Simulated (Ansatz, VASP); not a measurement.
## One calculation of GaP, two programs

POSCAR

```
GaP
1.0
    0.0000000000      2.7253992947      2.7253992947
    2.5643281964      0.0000000000      2.7253992947
    2.5643281964      2.7253992947      0.0000000000
Ga P
1 1
Direct
    0.0000000000      0.0000000000      0.0000000000
    0.2500000000      0.2500000000      0.2500000000
```

The input INCAR.step1:

```
SYSTEM = GaP
ALGO     = Normal         ! electronic algorithm
EDIFF    = 1E-5           ! SCF threshold, eV
ENCUT    = 520            ! plane-wave cutoff, eV
GGA      = PE             ! functional
ISIF     = 2              ! what is computed and relaxed
ISMEAR   = 0              ! smearing method
LASPH    = .True.         ! aspherical terms in the spheres
LREAL    = .False.        ! projectors in reciprocal space
LWAVE    = .True.         ! write WAVECAR
NBANDS   = 16             ! bands
NELM     = 60             ! most SCF steps
PREC     = Accurate       ! precision mode
SIGMA    = 0.01           ! smearing width, eV
```

INCAR.step2

```
SYSTEM = GaP
ALGO     = Normal         ! electronic algorithm
EDIFF    = 1E-6           ! SCF threshold, eV
ENCUT    = 520            ! plane-wave cutoff, eV
GGA      = PE             ! functional
HFSCREEN = 0.2079         ! screening, 1/A
ISIF     = 2              ! what is computed and relaxed
ISMEAR   = 0              ! smearing method
ISTART   = 1            
LASPH    = .True.         ! aspherical terms in the spheres
LCHARG   = .True.         ! write CHGCAR
LELF     = .True.         ! ELF
LHFCALC  = .True.         ! exact exchange
LREAL    = .False.        ! projectors in reciprocal space
LVHAR    = .True.       
LWAVE    = .False.        ! write WAVECAR
NBANDS   = 16             ! bands
NELM     = 60             ! most SCF steps
PREC     = Accurate       ! precision mode
PRECFOCK = Normal       
SIGMA    = 0.01           ! smearing width, eV
```

File KPOINTS:

```
k-points
0
Gamma
  6 6 6
  0 0 0
```

Input for Ansatz:

```yaml
crystal:
  lattice:
    - [0.0, 2.7253992947, 2.7253992947]
    - [2.5643281964, 0.0, 2.7253992947]
    - [2.5643281964, 2.7253992947, 0.0]
  atoms:
    - { symbol: Ga, position: [0.0, 0.0, 0.0] }
    - { symbol: P, position: [0.25, 0.25, 0.25] }
kpoints:
  mp_grid: { grid: [6, 6, 6] }
  band_path:
    path:
      - [0.0, 0.0, 0.0]
      - [-0.5, -0.5, 0.0]
      - [-0.375, -0.375, 0.25]
      - [-0.375, 0.0, 0.375]
      - [0.0, 0.0, 0.5]
      - [-0.5, -0.25, 0.25]
      - [0.0, 0.419271, 0.419271]
    npoints: 1
hamiltonian:
  xc: hse06
scf:
  occupations: { method: fixed }
  n_extra_bands: 4
output:
  forces: true
  stress: true
  eigenvalues: true
```

Change from the starting cell: uniaxial_x strain -5.9%.

Alike in both runs: task single point; functional HSE06; k mesh 6 × 6 × 6; no spin polarisation.

```csv
,VASP,Ansatz
version,VASP 6.6.1,Ansatz 0.2.0
potentials or method,"VASP PAW PBE potentials, release 64 (Ga_d, P)","plane waves, PAW"
plane-wave cutoff (eV),520,420
occupations,"gaussian, width 0.01 eV",fixed
valence electrons in the cell,18,18
```

```tsv
	VASP	Ansatz	Ansatz less VASP
gap on the k mesh at the Fermi level (eV)	1.64	1.64	-0.004
pressure (GPa)	6.7	6.9	+0.25
traceless stress, the component that is largest in VASP (GPa)	2.92	2.89	-0.030
```

Ansatz's warnings: stress exchange threshold loose, stress scf threshold loose.
